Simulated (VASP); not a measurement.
# MgO (P-6m2) in VASP: a series of runs

The runs below take MgO through single point, with LDA.

All numbers are computed with VASP 6.6.1; they aren't measurements. Logs are shortened: lines on timing, memory, paths and dates and some standing lists are left out, and cuts for length are marked.

**1. The cell of the first run**

It takes space group P-6m2 (No. 187, hexagonal). Conventional cell: a = 2.938 Å, b = 2.938 Å, c = 2.680 Å, α = 90.00°, β = 90.00°, γ = 120.00°. Mg (site symmetry -6m2) has 6 O at 2.16 Å and 2 Mg at 2.68 Å within 2.9 Å. Within 2.9 Å of O (site symmetry -6m2) lie 6 Mg at 2.16 Å and 2 O at 2.68 Å.

**2. Single point, LDA**

INCAR reads:

```
SYSTEM = MgO
PREC = Accurate ; ENCUT = 600
EDIFF = 1E-6 ; ISMEAR = 0
SIGMA = 0.01 ; LREAL = .False.
LASPH = .True. ; NELM = 120
ALGO = Normal ; ISIF = 2
LWAVE = .False. ; LCHARG = .False.
NBANDS = 11 ; GGA_COMPAT = .False.
```

KPOINTS reads:

```
regular mesh
0
Gamma
  4 4 4
  0 0 0
```

POSCAR reads:

```
MgO
1.0
    2.9380210000      0.0000000000      0.0000000000
   -1.4690100000      2.5444010000      0.0000000000
    0.0000000000      0.0000000000      2.6796800000
Mg O
1 1
Direct
    0.0000000000      0.0000000000      0.0000000000
    0.3333333333      0.6666666667      0.5000000000
```

Potentials or basis: VASP PAW LDA potentials, release 64 (Mg, O).

Command:

```sh
> cat potpaw_LDA.64/Mg/POTCAR potpaw_LDA.64/O/POTCAR > POTCAR
> mpirun -np 1 vasp_std > vasp.out
```

OUTCAR:

```text
SYSTEM = MgO
   PREC = Accurate
   ENCUT = 600
   EDIFF = 1E-6
   ISMEAR = 0
   LREAL = .False.
   LASPH = .True.
   NELM = 120
   ISIF = 2

 ion  position               nearest neighbor table
   1  0.000  0.000  0.000-   2 2.16   2 2.16   2 2.16   2 2.16   2 2.16   2 2.16
   2  0.333  0.667  0.500-   1 2.16   1 2.16   1 2.16   1 2.16   1 2.16   1 2.16

  LATTYP: Found a hexagonal cell.
 ALAT       =     2.9380210000
 C/A-ratio  =     0.9120697231

  Lattice vectors:

 A1 = (   2.9380210000,   0.0000000000,   0.0000000000)
 A2 = (  -1.4690100000,   2.5444010000,   0.0000000000)
 A3 = (   0.0000000000,   0.0000000000,   2.6796800000)

Analysis of symmetry for initial positions (statically):
=====================================================================
 Subroutine PRICEL returns:
 Original cell was already a primitive cell.

 Routine SETGRP: Setting up the symmetry group for a
 hexagonal supercell.

 Subroutine GETGRP returns: Found 12 space group operations
 (whereof 12 operations were pure point group operations)
 out of a pool of 24 trial point group operations.

The static configuration has the point symmetry D_3h.

Analysis of symmetry for dynamics (positions and initial velocities):
=====================================================================
 Subroutine PRICEL returns:
 Original cell was already a primitive cell.

 Routine SETGRP: Setting up the symmetry group for a
 hexagonal supercell.

 Subroutine GETGRP returns: Found 12 space group operations
 (whereof 12 operations were pure point group operations)
 out of a pool of 24 trial point group operations.

The dynamic configuration has the point symmetry D_3h.

 Subroutine INISYM returns: Found 12 space group operations
 (whereof 12 operations are pure point group operations),
 and found     1 'primitive' translations

----------------------------------------------------------------------------------------

                                     Primitive cell

  volume of cell :      20.0320

  direct lattice vectors                    reciprocal lattice vectors
     2.938021000  0.000000000  0.000000000     0.340365164  0.196509839  0.000000000
    -1.469010000  2.544401000  0.000000000     0.000000000  0.393019811  0.000000000
     0.000000000  0.000000000  2.679680000     0.000000000  0.000000000  0.373178887

  length of vectors
     2.938021000  2.938020903  2.679680000     0.393019798  0.393019811  0.373178887

  position of ions in fractional coordinates (direct lattice)
     0.000000000  0.000000000  0.000000000
     0.333333333  0.666666667  0.500000000

  ion indices of the primitive-cell ions
   primitive index   ion index
                 1           1
                 2           2

----------------------------------------------------------------------------------------

 KPOINTS: regular mesh

Automatic generation of k-mesh.
 Grid dimensions read from file:
 generate k-points for:    4    4    4

 Generating k-lattice:

  Cartesian coordinates                     Fractional coordinates (reciprocal lattice)
     0.085091291  0.049127460  0.000000000     0.250000000  0.000000000  0.000000000
     0.000000000  0.098254953  0.000000000     0.000000000  0.250000000  0.000000000
     0.000000000  0.000000000  0.093294722     0.000000000  0.000000000  0.250000000

  Length of vectors
     0.098254950  0.098254953  0.093294722

  Shift w.r.t. Gamma in fractional coordinates (k-lattice)
     0.000000000  0.000000000  0.000000000

 Subroutine IBZKPT returns following result:
 ===========================================

 Found     12 irreducible k-points:

 Following reciprocal coordinates:
            Coordinates               Weight
  0.000000  0.000000  0.000000      1.000000
  0.250000  0.000000  0.000000      6.000000
  0.500000  0.000000  0.000000      3.000000
  0.250000  0.250000  0.000000      6.000000
  0.000000  0.000000  0.250000      2.000000
  0.250000  0.000000  0.250000     12.000000
  0.500000  0.000000  0.250000      6.000000
  0.250000  0.250000  0.250000     12.000000
  0.000000  0.000000  0.500000      1.000000
  0.250000  0.000000  0.500000      6.000000
  0.500000  0.000000  0.500000      3.000000
  0.250000  0.250000  0.500000      6.000000
   k-points           NKPTS =     12   k-points in BZ     NKDIM =     12   number of bands    NBANDS=     11
   number of dos      NEDOS =    301   number of ions     NIONS =      2
   total plane-waves  NPLWV =  13824
   dimension x,y,z NGX =    24 NGY =   24 NGZ =   24
   dimension x,y,z NGXF=    48 NGYF=   48 NGZF=   48
   ions per type =               1   1
   NGX,Y,Z   is equivalent  to a cutoff of  13.58, 13.58, 14.89 a.u.
   NGXF,Y,Z  is equivalent  to a cutoff of  27.16, 27.16, 29.78 a.u.
 SYSTEM =  MgO
   PREC   = accura    normal or accurate (medium, high low for compatibility)
   ISTART =      0    job   : 0-new  1-cont  2-samecut
   ICHARG =      2    charge: 1-file 2-atom 10-const
   ISPIN  =      1    spin polarized calculation?
   LNONCOLLINEAR =      F non collinear calculations
   LSORBIT =      F    spin-orbit coupling
   LASPH  =      T    aspherical Exc in radial PAW
   ENCUT  =  600.0 eV  44.10 Ry    6.64 a.u.   5.87  5.87  5.35*2*pi/ulx,y,z
   NELM   =    120;   NELMIN=  2; NELMDL= -5     # of ELM steps
   EDIFF  = 0.1E-05   stopping-criterion for ELM
   LREAL  =      F    real-space projection
   EDIFFG = 0.1E-04   stopping-criterion for IOM
   NSW    =      0    number of steps for IOM
   IBRION =     -1    ionic relax: 0-MD 1-quasi-New 2-CG
   NFREE  =      0    steps in history (QN), initial steepest desc. (CG)
   ISIF   =      2    stress and relaxation
   ISYM   =      2    0-nonsym 1-usesym 2-fastsym
   POTIM  = 0.5000    time-step for ionic-motion
   TEBEG  =    0.0;   TEEND  =   0.0 temperature during run
   PSTRESS=    0.0 pullay stress
   NELECT =       8.0000    total number of electrons
   NUPDOWN=      -1.0000    fix difference up-down
   EMIN   =  10.00;   EMAX   =-10.00  energy-range for DOS
   EFERMI =   0.00;   METHOD = LEGACY
   ISMEAR =     0;   SIGMA  =   0.01  broadening in eV -4-tet -1-fermi 0-gaus
   EFERMI_NEDOS =   21; number of points for ismear=-14 and -15
   IALGO  =     38    algorithm
   IMIX   =      4    mixing-type and parameters
     AMIX     =   0.40;   BMIX     =  1.00
     AMIX_MAG =   1.60;   BMIX_MAG =  1.00
  volume/ion in A,a.u.               =      10.02        67.59
  Fermi-wavevector in a.u.,A,eV,Ry     =   1.205583  2.278221 19.775113  1.453430
  Thomas-Fermi vector in A             =   2.341275
   LORBIT       =      0    0 simple, 1 ext, 2 COOP (PROOUT), +10 PAW based schemes
   GGA     = CA    functional components
   LHFCALC =     F    Hartree Fock is set to
   AEXX    =    0.0000 exact exchange contribution
   IVDW    =     0    specifies the selected vdW correction
   LEPSILON=     F    determine dielectric tensor
   LRPA    =     F    only Hartree local field effects (RPA)
 non-spin polarized calculation
 Gauss-broadening in eV      SIGMA  =   0.01
  energy-cutoff  :      600.00
  volume of cell :       20.03
 maximum number of plane-waves:       683
 NGX is ok and might be reduce to    24
   NGX = 11   NGY = 11   NGZ = 11

 number of electron       7.9999996 magnetization

 Free energy of the ion-electron system (eV)
  ---------------------------------------------------
  ext. energy  EPLUGINS =         0.00000000
  ---------------------------------------------------
  free energy    TOTEN  =       -12.65518927 eV

  energy without entropy =      -12.65518927  energy(sigma->0) =      -12.65518927

 E-fermi :   3.0834     XC(G=0): -11.2281

 val. band max:        2.9655450984   @ k =   0.2500   0.2500   0.0000
 cond. band min:       5.9394979970   @ k =   0.0000   0.0000   0.0000
 fundamental gap:      2.9739528986
 Fermi energy:         3.0834251221

 k-point     1 :       0.0000    0.0000    0.0000
  band No.  band energies     occupation
      1     -14.1531      2.00000
      2       2.4067      2.00000
      3       2.4067      2.00000
      4       2.6048      2.00000
      5       5.9395      0.00000
      6      14.6192      0.00000
      7      18.2822      0.00000
      8      18.2822      0.00000
      9      22.6236      0.00000
     10      23.5542      0.00000
     11      25.1515      0.00000

 k-point     2 :       0.2500    0.0000    0.0000
  band No.  band energies     occupation
      1     -13.6492      2.00000
      2      -0.1831      2.00000
      3       2.0255      2.00000
      4       2.7790      2.00000
      5       8.2763      0.00000
      6      13.7590      0.00000
      7      16.5794      0.00000
      8      19.5347      0.00000
      9      22.6262      0.00000
     10      23.5210      0.00000
     11      26.4715      0.00000

 k-point     3 :       0.5000    0.0000    0.0000
  band No.  band energies     occupation
      1     -13.0622      2.00000
      2      -1.9506      2.00000
      3       1.6816      2.00000
      4       2.9648      2.00000
      5       9.4317      0.00000
      6      13.3573      0.00000
      7      15.8716      0.00000
      8      20.4786      0.00000
      9      21.5897      0.00000
     10      24.7251      0.00000
     11      27.5792      0.00000

 k-point     4 :       0.2500    0.2500    0.0000
  band No.  band energies     occupation
      1     -13.0742      2.00000
      2      -1.2404      2.00000
      3       0.4824      2.00000
      4       2.9655      2.00000
      5      10.5356      0.00000
      6      13.2479      0.00000
      7      15.7357      0.00000
      8      20.7557      0.00000
      9      22.0580      0.00000
     10      24.3999      0.00000
     11      24.8926      0.00000

 k-point     5 :       0.0000    0.0000    0.2500
  band No.  band energies     occupation
      1     -13.6407      2.00000
      2      -0.3698      2.00000
      3       2.6563      2.00000
      4       2.6563      2.00000
      5       8.2166      0.00000
      6      14.4361      0.00000
      7      19.0681      0.00000
      8      19.0681      0.00000
      9      22.7303      0.00000
     10      22.7303      0.00000
     11      23.7286      0.00000

 k-point     6 :       0.2500    0.0000    0.2500
  band No.  band energies     occupation
      1     -13.1995      2.00000
      2      -0.0999      2.00000
      3       0.7634      2.00000
      4       2.2711      2.00000
      5       9.5667      0.00000
      6      13.9446      0.00000
      7      17.0466      0.00000
      8      19.3666      0.00000
      9      19.4384      0.00000
     10      23.5878      0.00000
     11      25.2316      0.00000

 k-point     7 :       0.5000    0.0000    0.2500
  band No.  band energies     occupation
      1     -12.6932      2.00000
      2      -1.2648      2.00000
      3       0.8989      2.00000
      4       1.9213      2.00000
      5       9.8095      0.00000
      6      12.7895      0.00000
      7      17.4479      0.00000
      8      18.6123      0.00000
      9      19.2307      0.00000
     10      23.7156      0.00000
     11      25.9335      0.00000

 k-point     8 :       0.2500    0.2500    0.2500
  band No.  band energies     occupation
      1     -12.7016      2.00000
      2      -0.6417      2.00000
      3       0.8944      2.00000
      4       0.9260      2.00000
      5      10.2407      0.00000
      6      13.9409      0.00000
      7      16.8377      0.00000
      8      17.6585      0.00000
      9      18.9438      0.00000
     10      24.1229      0.00000
     11      27.9642      0.00000

 k-point     9 :       0.0000    0.0000    0.5000
  band No.  band energies     occupation
      1     -13.0267      2.00000
      2      -2.4237      2.00000
      3       2.9244      2.00000
      4       2.9244      2.00000
      5      11.1427      0.00000
      6      11.8644      0.00000
      7      20.2881      0.00000
      8      20.2881      0.00000
      9      21.2459      0.00000
     10      21.2459      0.00000
     11      24.4038      0.00000

 k-point    10 :       0.2500    0.0000    0.5000
  band No.  band energies     occupation
      1     -12.6719      2.00000
      2      -1.6758      2.00000
      3       1.0862      2.00000
      4       2.5359      2.00000
      5      10.2536      0.00000
      6      13.2871      0.00000
      7      17.8540      0.00000
      8      18.1407      0.00000
      9      18.7520      0.00000
     10      23.1804      0.00000
     11      24.0660      0.00000

 k-point    11 :       0.5000    0.0000    0.5000
  band No.  band energies     occupation
      1     -12.2702      2.00000
      2      -0.7530      2.00000
      3      -0.3906      2.00000
      4       2.1811      2.00000
      5       8.6077      0.00000
      6      14.1975      0.00000
      7      16.7022      0.00000
      8      17.6340      0.00000
      9      17.9108      0.00000
     10      23.9037      0.00000
     11      25.6085      0.00000

 k-point    12 :       0.2500    0.2500    0.5000
  band No.  band energies     occupation
      1     -12.2743      2.00000
      2      -0.7877      2.00000
      3       0.1619      2.00000
      4       1.3803      2.00000
      5       9.1628      0.00000
      6      14.3586      0.00000
      7      15.6517      0.00000
      8      17.0081      0.00000
      9      19.3074      0.00000
     10      23.9471      0.00000
     11      27.2149      0.00000

------------------------ aborting loop because EDIFF is reached ----------------------------------------

  FORCE on cell =-STRESS in cart. coord.  units (eV):
  Direction    XX          YY          ZZ          XY          YZ          ZX
  --------------------------------------------------------------------------------------
  -------------------------------------------------------------------------------------
  Total       -1.3315786     -1.3315788     -1.5315155     -0.0000003      0.0000000      0.0000000
  in kB     -106.5010762   -106.5010910   -122.4922479     -0.0000209      0.0000000      0.0000000
  external PRESSURE =    -111.8314717 kB  Pullay stress =       0.0000000 kB

 VOLUME and BASIS-vectors are now :
 -----------------------------------------------------------------------------
  energy-cutoff  :      600.00
  volume of cell :       20.03
      direct lattice vectors                 reciprocal lattice vectors
     2.938021000  0.000000000  0.000000000     0.340365164  0.196509839  0.000000000
    -1.469010000  2.544401000  0.000000000     0.000000000  0.393019811  0.000000000
     0.000000000  0.000000000  2.679680000     0.000000000  0.000000000  0.373178887

 POSITION                                       TOTAL-FORCE (eV/Angst)
 -----------------------------------------------------------------------------------
      0.00000      0.00000      0.00000        -0.000000      0.000000      0.000000
      0.00000      1.69627      1.33984         0.000000     -0.000000      0.000000
 -----------------------------------------------------------------------------------
    total drift:                                0.000009     -0.000003     -0.000000

  FREE ENERGIE OF THE ION-ELECTRON SYSTEM (eV)
  ---------------------------------------------------
  free  energy   TOTEN  =       -12.6551892720 eV

  energy  without entropy=      -12.6551892720  energy(sigma->0) =      -12.65518927
```

It took 3.7 s on 1 thread of Intel Xeon 6975P-C, shared host; peak memory 0.12 GiB.

Results:

```yaml
Free_energy: -12.6552 eV
Pressure: -11.2 GPa
Band_gap_on_the_k_mesh: 2.97 eV, indirect (least direct gap 3.33 eV)
```

Stress tensor (GPa, compression positive):
```
-10.65   0.00   0.00
  0.00 -10.65   0.00
  0.00   0.00 -12.25
```

Levels at points of the mesh, in eV from the valence-band top:
| k point | band 1 | band 2 | band 3 | band 4 | band 5 | band 6 | band 7 | band 8 |
| --- | --- | --- | --- | --- | --- | --- | --- | --- |
| (0.00, 0.00, 0.00) | -17.12 | -0.56 | -0.56 | -0.36 | 2.97 | 11.65 | 15.32 | 15.32 |
| (0.50, 0.00, 0.00) | -16.03 | -4.92 | -1.28 | 0.00 | 6.47 | 10.39 | 12.91 | 17.51 |
| (0.00, 0.00, 0.50) | -15.99 | -5.39 | -0.04 | -0.04 | 8.18 | 8.90 | 17.32 | 17.32 |
| (0.50, 0.00, 0.50) | -15.24 | -3.72 | -3.36 | -0.78 | 5.64 | 11.23 | 13.74 | 14.67 |

Caveat: the k points lie up to 0.62 Å⁻¹ apart.

**3. Single point, LDA**

INCAR reads:

```
ALGO = Normal
EDIFF = 1E-6
ENCUT = 600
GGA = CA
GGA_COMPAT = False
ISIF = 2
ISMEAR = 0
LASPH = True
LCHARG = False
LREAL = False
LWAVE = False
NBANDS = 11
NELM = 120
PREC = Accurate
SIGMA = 0.01
```

KPOINTS reads:

```
k-points
0
Gamma
  9 9 8
```

POSCAR is that of step 2.

Potentials or basis: VASP PAW LDA potentials, release 64 (Mg, O).

Command:

```sh
> cat potpaw_LDA.64/Mg/POTCAR potpaw_LDA.64/O/POTCAR > POTCAR
> mpirun -np 1 vasp_std > vasp.out
```

Run time: 9.3 s. Hardware: 1 thread of Intel Xeon 6975P-C, shared host; peak memory 0.14 GiB.

Results (log left out):

| Property | Result |
| --- | --- |
| Free energy | -12.6785 eV |
| Pressure | -11.2 GPa |
| Band gap on the k mesh | 2.95 eV, indirect (least direct gap 3.35 eV) |

Stress tensor (GPa, compression positive):
```
-10.66   0.00   0.00
  0.00 -10.66   0.00
  0.00   0.00 -12.25
```

Levels at points of the mesh, in eV from the valence-band top:
| k point | band 1 | band 2 | band 3 | band 4 | band 5 | band 6 | band 7 | band 8 |
| --- | --- | --- | --- | --- | --- | --- | --- | --- |
| (0.00, 0.00, 0.00) | -17.16 | -0.60 | -0.60 | -0.41 | 2.95 | 11.63 | 15.30 | 15.30 |
| (0.00, 0.00, 0.50) | -16.04 | -5.42 | -0.09 | -0.09 | 8.15 | 8.86 | 17.30 | 17.30 |
